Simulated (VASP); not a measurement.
Input of a VASP 6.6.1 run:

File POSCAR:

```
ZnS
1.0
    0.0000000000      2.6940858315      2.6940858315
    2.6940858315      0.0000000000      2.6940858315
    2.6940858315      2.6940858315      0.0000000000
Zn S
1 1
Direct
    0.0000000000      0.0000000000      0.0000000000
    0.2500000000      0.2500000000      0.2500000000
```

INCAR.step1

```
PREC = Accurate
ENCUT = 520
EDIFF = 1E-5
ISMEAR = 0
SIGMA = 0.01
LREAL = F
LASPH = T
NELM = 100
ALGO = Normal
ISIF = 2
LWAVE = T
LCHARG = F
GGA = PE
NBANDS = 16
```

The input INCAR.step2:

```
PREC = Accurate
ENCUT = 520
EDIFF = 1E-6
ISMEAR = 0
SIGMA = 0.01
LREAL = F
LASPH = T
NELM = 100
ALGO = Normal
ISIF = 2
LWAVE = F
LCHARG = F
GGA = PE
LHFCALC = T
HFSCREEN = 0.2079
PRECFOCK = Normal
ISTART = 1
NBANDS = 16
```

The input KPOINTS:

```
Automatic mesh
0
Gamma
  6 6 6
```

Potentials or basis: VASP PAW PBE potentials, release 64 (Zn, S).

Command:

```bash
$ cat potpaw_PBE.64/Zn/POTCAR potpaw_PBE.64/S/POTCAR > POTCAR
$ cp INCAR.step1 INCAR
$ mpirun -np 1 vasp_std > vasp.out
$ cp INCAR.step2 INCAR
$ mpirun -np 1 vasp_std > vasp.out
```

(1) Predict the band gap on the k mesh.

(2) Estimate the pressure.

Results:

(1) 3.37 eV.

(2) 1.6 GPa.

Caveat: the PAW data sets were made with another functional, which shifts forces and pressure a little.
